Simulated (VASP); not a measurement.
# B: single point with r2SCAN

B:

```
CELL_PARAMETERS angstrom
4.88459 0.00000 0.00000
-2.44230 4.23019 0.00000
-2.44230 1.41006 4.16902
ATOMIC_POSITIONS crystal
B 0.01040 0.98960 0.67810
B 0.01040 0.34270 0.67810
B 0.65730 0.98960 0.67810
B 0.98960 0.01040 0.32190
B 0.34270 0.01040 0.32190
B 0.98960 0.65730 0.32190
B 0.22060 0.77940 0.07350
B 0.22060 0.36770 0.07350
B 0.63230 0.77940 0.07350
B 0.77940 0.22060 0.92650
B 0.36770 0.22060 0.92650
B 0.77940 0.63230 0.92650
```

```yaml
Program: VASP 6.6.1
Task: single point
Functional: r2SCAN
Potentials_or_basis: VASP PAW PBE potentials, release 64 (B)
Cutoff: 520 eV
k_mesh: 6 × 6 × 6
Occupations: fermi-dirac, width 0.1 eV
Spin: no spin polarisation
```

```json
{
  "Pressure": "2.3 GPa",
  "Largest force": "0.951 eV/Å",
  "Band gap on the k mesh": "1.71 eV (least direct gap 2.07 eV)"
}
```

Forces on the atoms (eV/Å):
```
B    0.480 -0.277 -0.772
B    0.000  0.555 -0.772
B   -0.480 -0.277 -0.772
B   -0.480  0.277  0.772
B    0.480  0.277  0.772
B    0.000 -0.555  0.772
B    0.137 -0.079 -0.049
B    0.000  0.158 -0.049
B   -0.137 -0.079 -0.049
B   -0.137  0.079  0.049
B    0.137  0.079  0.049
B    0.000 -0.158  0.049
```

Stress tensor (GPa, compression positive):
```
3.14 0.00 0.00
0.00 3.14 0.00
0.00 0.00 0.72
```

Levels at points of the mesh, in eV from the valence-band top:
| k point | band 14 | band 15 | band 16 | band 17 | band 18 | band 19 | band 20 | band 21 | band 22 | band 23 |
| --- | --- | --- | --- | --- | --- | --- | --- | --- | --- | --- |
| (0.00, 0.00, 0.00) | -4.59 | -1.35 | -0.71 | -0.71 | -0.36 | 1.71 | 4.98 | 4.98 | 5.13 | 5.13 |
| (0.50, 0.00, 0.00) | -3.30 | -2.73 | -2.02 | -1.80 | -0.44 | 2.22 | 3.53 | 4.02 | 5.32 | 5.33 |
| (0.50, 0.50, 0.00) | -3.32 | -3.09 | -2.66 | -2.21 | -2.00 | 1.79 | 3.06 | 3.15 | 3.85 | 5.92 |
| (0.00, 0.00, 0.50) | -3.38 | -3.12 | -2.00 | -2.00 | 0.00 | 2.95 | 3.22 | 3.22 | 5.38 | 5.38 |

Run time: 7.9 min on 1 thread of Intel Xeon 8259CL, on a shared host, peak memory 0.25 GiB.

Caveat: the PAW data sets were made with another functional, which shifts forces and pressure a little. A k mesh can miss the band edges.
